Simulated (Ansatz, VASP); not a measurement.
# Hf in VASP and in Ansatz

```
Hf
1.0
    -1.75552    1.75552    1.75552
     1.75552   -1.75552    1.75552
     1.75552    1.75552   -1.75552
Hf
1
Direct
  0.00000 0.00000 0.00000
```

Alike in both runs: task single point; functional PBE; k mesh 9 × 9 × 9; occupations fermi-dirac, width 0.1 eV; no spin polarisation.

|  | VASP | Ansatz |
| --- | --- | --- |
| version | VASP 6.6.1 | Ansatz 0.2.0 |
| potentials or method | VASP PAW PBE potentials, release 64 (Hf_pv), cutoff 520 eV | plane waves, PAW |
| valence electrons in the cell | 10 | 26 |

Ansatz gave:

```
pressure (GPa) : 3.3
```

Estimate VASP's values.

pressure (GPa): 3.0.

The functional is the same, so the differences come from potentials, cutoffs and numerics. VASP's potentials hold 10 valence electrons a cell and Ansatz's 26, so a difference there can come from the potentials and not from the codes.

Spin-orbit coupling is off throughout.
